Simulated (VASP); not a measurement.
# BaP (P6/mmm) in VASP: notebook

The runs below take BaP through single point, relaxation of cell and atoms, with PBE.

Program: VASP 6.6.1. These are calculated values, not measurements. Logs are shortened: lines on timing, memory, paths and dates and some standing lists are left out, and cuts for length are marked.

### Step 1. The cell of the first run

It takes space group P6/mmm (No. 191, hexagonal). The conventional cell has a = 5.113 Å, b = 5.113 Å, c = 5.060 Å, α = 90.00°, β = 90.00°, γ = 120.00°. Ba (site symmetry -6m2) has 2 P at 2.53 Å and 3 Ba at 2.95 Å within 3.3 Å. P (site symmetry -6m2) has 2 Ba at 2.53 Å and 3 P at 2.95 Å within 3.3 Å.

The cell was built from a structure type or drawn by symmetry, and may not be a known phase.

### Step 2. Single point, PBE

Input file INCAR:

```
SYSTEM = BaP
ALGO = Normal
EDIFF = 1E-6
ENCUT = 520
GGA = PE
ISIF = 2
ISMEAR = 0
LASPH = .True.
LCHARG = .False.
LREAL = .False.
LWAVE = .False.
NBANDS = 23
NELM = 60
PREC = Accurate
SIGMA = 0.1
```

Input file KPOINTS:

```
k-points
0
Gamma
  6 6 4
  0 0 0
```

Input file POSCAR:

```
BaP
1.0
    5.1129918100      0.0000000000      0.0000000000
   -2.5564959000      4.4279808000      0.0000000000
    0.0000000000      0.0000000000      5.0599587300
Ba P
2 2
Direct
    0.3333333300      0.6666666700      0.0000000000
    0.6666666700      0.3333333300      0.0000000000
    0.3333333300      0.6666666700      0.5000000000
    0.6666666700      0.3333333300      0.5000000000
```

Potentials or basis: VASP PAW PBE potentials, release 64 (Ba_sv, P).

Started as:

```bash
> cat potpaw_PBE.64/Ba_sv/POTCAR potpaw_PBE.64/P/POTCAR > POTCAR
> mpirun -np 1 vasp_std > vasp.out
```

OUTCAR:

```text
SYSTEM = BaP
   EDIFF = 1E-6
   ENCUT = 520
   GGA = PE
   ISIF = 2
   ISMEAR = 0
   LASPH = .True.
   LREAL = .False.
   NELM = 60
   PREC = Accurate

 ion  position               nearest neighbor table
   1  0.333  0.667  0.000-   3 2.53   3 2.53   2 2.95   2 2.95   2 2.95
   2  0.667  0.333  0.000-   4 2.53   4 2.53   1 2.95   1 2.95   1 2.95
   3  0.333  0.667  0.500-   1 2.53   1 2.53   4 2.95   4 2.95   4 2.95
   4  0.667  0.333  0.500-   2 2.53   2 2.53   3 2.95   3 2.95   3 2.95

  LATTYP: Found a hexagonal cell.
 ALAT       =     5.1129918100
 C/A-ratio  =     0.9896277792

  Lattice vectors:

 A1 = (   5.1129918100,   0.0000000000,   0.0000000000)
 A2 = (  -2.5564959000,   4.4279808000,   0.0000000000)
 A3 = (   0.0000000000,   0.0000000000,   5.0599587300)

Analysis of symmetry for initial positions (statically):
=====================================================================
 Subroutine PRICEL returns:
 Original cell was already a primitive cell.

 Routine SETGRP: Setting up the symmetry group for a
 hexagonal supercell.

 Subroutine GETGRP returns: Found 24 space group operations
 (whereof 24 operations were pure point group operations)
 out of a pool of 24 trial point group operations.

The static configuration has the point symmetry D_6h.

Analysis of symmetry for dynamics (positions and initial velocities):
=====================================================================
 Subroutine PRICEL returns:
 Original cell was already a primitive cell.

 Routine SETGRP: Setting up the symmetry group for a
 hexagonal supercell.

 Subroutine GETGRP returns: Found 24 space group operations
 (whereof 24 operations were pure point group operations)
 out of a pool of 24 trial point group operations.

The dynamic configuration has the point symmetry D_6h.

 Subroutine INISYM returns: Found 24 space group operations
 (whereof 24 operations are pure point group operations),
 and found     1 'primitive' translations

----------------------------------------------------------------------------------------

                                     Primitive cell

  volume of cell :     114.5586

  direct lattice vectors                    reciprocal lattice vectors
     5.112991810  0.000000000  0.000000000     0.195580208  0.112918285  0.000000000
    -2.556495900  4.427980800  0.000000000     0.000000000  0.225836571  0.000000000
[... 84 lines left out ...]
   NELM   =     60;   NELMIN=  2; NELMDL= -5     # of ELM steps
   EDIFF  = 0.1E-05   stopping-criterion for ELM
   LREAL  =      F    real-space projection
   EDIFFG = 0.1E-04   stopping-criterion for IOM
   NSW    =      0    number of steps for IOM
   IBRION =     -1    ionic relax: 0-MD 1-quasi-New 2-CG
   NFREE  =      0    steps in history (QN), initial steepest desc. (CG)
   ISIF   =      2    stress and relaxation
   ISYM   =      2    0-nonsym 1-usesym 2-fastsym
   POTIM  = 0.5000    time-step for ionic-motion
   TEBEG  =    0.0;   TEEND  =   0.0 temperature during run
   PSTRESS=    0.0 pullay stress
   NELECT =      30.0000    total number of electrons
   NUPDOWN=      -1.0000    fix difference up-down
   EMIN   =  10.00;   EMAX   =-10.00  energy-range for DOS
   EFERMI =   0.00;   METHOD = LEGACY
   ISMEAR =     0;   SIGMA  =   0.10  broadening in eV -4-tet -1-fermi 0-gaus
   EFERMI_NEDOS =   21; number of points for ismear=-14 and -15
   IALGO  =     38    algorithm
   IMIX   =      4    mixing-type and parameters
     AMIX     =   0.40;   BMIX     =  1.00
     AMIX_MAG =   1.60;   BMIX_MAG =  1.00
  volume/ion in A,a.u.               =      28.64       193.27
  Fermi-wavevector in a.u.,A,eV,Ry     =   1.047384  1.979269 14.925775  1.097013
  Thomas-Fermi vector in A             =   2.182262
   LORBIT       =      0    0 simple, 1 ext, 2 COOP (PROOUT), +10 PAW based schemes
   GGA     = PE    functional components
   LHFCALC =     F    Hartree Fock is set to
   AEXX    =    0.0000 exact exchange contribution
   IVDW    =     0    specifies the selected vdW correction
   LEPSILON=     F    determine dielectric tensor
   LRPA    =     F    only Hartree local field effects (RPA)
 non-spin polarized calculation
 Gauss-broadening in eV      SIGMA  =   0.10
  energy-cutoff  :      520.00
  volume of cell :      114.56
 maximum number of plane-waves:      3109
 NGX is ok and might be reduce to    40
   NGX = 19   NGY = 19   NGZ = 19

 number of electron      29.9999999 magnetization

 Free energy of the ion-electron system (eV)
  ---------------------------------------------------
  ext. energy  EPLUGINS =         0.00000000
  ---------------------------------------------------
  free energy    TOTEN  =        -7.47254758 eV

  energy without entropy =       -7.45780227  energy(sigma->0) =       -7.46517492

 E-fermi :   4.0729     XC(G=0):  -9.1400

 val. band max:        4.0456138197   @ k =   0.3333   0.0000   0.2500
 cond. band min:       4.1237951777   @ k =   0.1667   0.0000   0.2500
 fundamental gap:      0.0781813580
 Fermi energy:         4.0729277740

 k-point     1 :       0.0000    0.0000    0.0000
  band No.  band energies     occupation
      1     -25.0231      2.00000
      2     -23.5218      2.00000
      3     -11.3801      2.00000
      4     -11.3801      2.00000
      5     -10.9087      2.00000
      6      -9.6165      2.00000
[... 535 lines left out ...]
     22       8.6662      0.00000
     23       9.2675      0.00000

------------------------ aborting loop because EDIFF is reached ----------------------------------------

  FORCE on cell =-STRESS in cart. coord.  units (eV):
  Direction    XX          YY          ZZ          XY          YZ          ZX
  --------------------------------------------------------------------------------------
  -------------------------------------------------------------------------------------
  Total        7.4419876      7.4419876     35.5569741      0.0000000      0.0000000     -0.0000000
  in kB      104.0810637    104.0810639    497.2875395      0.0000001      0.0000000     -0.0000000
  external PRESSURE =     235.1498891 kB  Pullay stress =       0.0000000 kB

 VOLUME and BASIS-vectors are now :
 -----------------------------------------------------------------------------
  energy-cutoff  :      520.00
  volume of cell :      114.56
      direct lattice vectors                 reciprocal lattice vectors
     5.112991810  0.000000000  0.000000000     0.195580208  0.112918285  0.000000000
    -2.556495900  4.427980800  0.000000000     0.000000000  0.225836571  0.000000000
     0.000000000  0.000000000  5.059958730     0.000000000  0.000000000  0.197630070

 POSITION                                       TOTAL-FORCE (eV/Angst)
 -----------------------------------------------------------------------------------
     -0.00000      2.95199      0.00000        -0.000000     -0.000000      0.000000
      2.55650      1.47599      0.00000         0.000000      0.000000     -0.000000
     -0.00000      2.95199      2.52998         0.000000      0.000000      0.000000
      2.55650      1.47599      2.52998        -0.000000     -0.000000      0.000000
 -----------------------------------------------------------------------------------
    total drift:                                0.000000     -0.000000     -0.000000

  FREE ENERGIE OF THE ION-ELECTRON SYSTEM (eV)
  ---------------------------------------------------
  free  energy   TOTEN  =        -7.4725475773 eV

  energy  without entropy=       -7.4578022701  energy(sigma->0) =       -7.46517492
```

Wall time 46 s (1 thread of Intel Xeon Platinum 8488C (Sapphire Rapids), shared host); peak memory 0.25 GiB.

What came out:

```yaml
Free_energy: -7.4725 eV
Pressure: 23.5 GPa
Band_gap_on_the_k_mesh: zero (bands 15 and 16 overlap by 1.67 eV)
```

Caveat: the cell stands under pressure; spin-orbit coupling is left out, which moves the levels of the heavy elements.

### Step 3. Single point, PBE

This run uses another cell than the first one, of 41.75 Å³/atom.

Input file INCAR:

```
ALGO = Normal
EDIFF = 1E-7
ENCUT = 520
GGA = PE
ISIF = 2
ISMEAR = 0
LASPH = True
LCHARG = False
LREAL = False
LWAVE = False
NBANDS = 23
NELM = 60
PREC = Accurate
SIGMA = 0.1
```

Input file KPOINTS:

```
k-points
0
Gamma
  6 6 4
```

Input file POSCAR:

```
BaP
1.0
    5.6012537950     -0.0000000032      0.0000000000
   -2.8006268948      4.8508280811      0.0000000000
    0.0000000000      0.0000000000      6.1462376116
Ba P
2 2
Direct
    0.3333333333      0.6666666667      0.0000000000
    0.6666666667      0.3333333333      0.0000000000
    0.3333333333      0.6666666667      0.5000000000
    0.6666666667      0.3333333333      0.5000000000
```

Potentials or basis: VASP PAW PBE potentials, release 64 (Ba_sv, P).

Started as:

```bash
> cat potpaw_PBE.64/Ba_sv/POTCAR potpaw_PBE.64/P/POTCAR > POTCAR
> mpirun -np 1 vasp_std > vasp.out
```

OUTCAR:

```text
EDIFF = 1E-7
   ENCUT = 520
   GGA = PE
   ISIF = 2
   ISMEAR = 0
   LASPH = True
   LREAL = False
   NELM = 60
   PREC = Accurate

 ion  position               nearest neighbor table
   1  0.333  0.667  0.000-   3 3.07   3 3.07   2 3.23   2 3.23   2 3.23
   2  0.667  0.333  0.000-   4 3.07   4 3.07   1 3.23   1 3.23   1 3.23
   3  0.333  0.667  0.500-   1 3.07   1 3.07
   4  0.667  0.333  0.500-   2 3.07   2 3.07

  LATTYP: Found a hexagonal cell.
 ALAT       =     5.6012537950
 C/A-ratio  =     1.0972967547

  Lattice vectors:

 A1 = (   5.6012537950,  -0.0000000032,   0.0000000000)
 A2 = (  -2.8006268948,   4.8508280811,   0.0000000000)
 A3 = (   0.0000000000,   0.0000000000,   6.1462376116)

Analysis of symmetry for initial positions (statically):
=====================================================================
 Subroutine PRICEL returns:
 Original cell was already a primitive cell.

[... 166 lines left out ...]
  free energy    TOTEN  =       -11.37305102 eV

  energy without entropy =      -11.35498631  energy(sigma->0) =      -11.36401866

 E-fermi :   1.8098     XC(G=0):  -7.7327

 val. band max:        1.7402203911   @ k =   0.3333   0.1667   0.5000
 cond. band min:       1.8154986450   @ k =   0.1667   0.1667   0.5000
 fundamental gap:      0.0752782539
 Fermi energy:         1.8097957349

 k-point     1 :       0.0000    0.0000    0.0000
  band No.  band energies     occupation
      1     -27.2391      2.00000
      2     -26.5461      2.00000
      3     -13.3082      2.00000
      4     -13.3082      2.00000
      5     -12.2951      2.00000
      6     -11.6133      2.00000
[... 535 lines left out ...]
     22       5.4033      0.00000
     23       5.4033      0.00000

------------------------ aborting loop because EDIFF is reached ----------------------------------------

  FORCE on cell =-STRESS in cart. coord.  units (eV):
  Direction    XX          YY          ZZ          XY          YZ          ZX
  --------------------------------------------------------------------------------------
  -------------------------------------------------------------------------------------
  Total        0.3634498      0.3634498      1.0629405     -0.0000000     -0.0000000      0.0000000
  in kB        3.4869408      3.4869408     10.1978601     -0.0000000     -0.0000000      0.0000000
  external PRESSURE =       5.7239139 kB  Pullay stress =       0.0000000 kB

 VOLUME and BASIS-vectors are now :
 -----------------------------------------------------------------------------
  energy-cutoff  :      520.00
  volume of cell :      167.00
      direct lattice vectors                 reciprocal lattice vectors
     5.601253795 -0.000000003  0.000000000     0.178531457  0.103075185  0.000000000
    -2.800626895  4.850828081  0.000000000     0.000000000  0.206150369  0.000000000
     0.000000000  0.000000000  6.146237612     0.000000000  0.000000000  0.162701162

 POSITION                                       TOTAL-FORCE (eV/Angst)
 -----------------------------------------------------------------------------------
      0.00000      3.23389      0.00000        -0.000000      0.000000      0.000000
      2.80063      1.61694      0.00000         0.000000      0.000000      0.000000
      0.00000      3.23389      3.07312         0.000000     -0.000000      0.000000
      2.80063      1.61694      3.07312        -0.000000     -0.000000      0.000000
 -----------------------------------------------------------------------------------
    total drift:                               -0.000000      0.000000      0.000000

  FREE ENERGIE OF THE ION-ELECTRON SYSTEM (eV)
  ---------------------------------------------------
  free  energy   TOTEN  =       -11.3730510166 eV

  energy  without entropy=      -11.3549863062  energy(sigma->0) =      -11.36401866
```

stdout:

```text
POSCAR found type information on POSCAR BaP
 POSCAR found :  2 types and       4 ions
 scaLAPACK will be used
 LDA part: xc-table for (Slater+PW92), standard interpolation
 POSCAR, INCAR and KPOINTS ok, starting setup
 FFT: planning ... GRIDC
 FFT: planning ... GRID_SOFT
 FFT: planning ... GRID
 WAVECAR not read
 entering main loop
```

Run time: 78 s. Hardware: 1 thread of Intel Xeon Platinum 8488C (Sapphire Rapids), shared host; peak memory 0.3 GiB.

What came out:

```yaml
Free_energy: -11.3731 eV
Pressure: 0.6 GPa
Band_gap_on_the_k_mesh: zero (bands 15 and 16 overlap by 1.16 eV)
```

Caveat: spin-orbit coupling is left out, which moves the levels of the heavy elements.

[end of part 1 of 2]
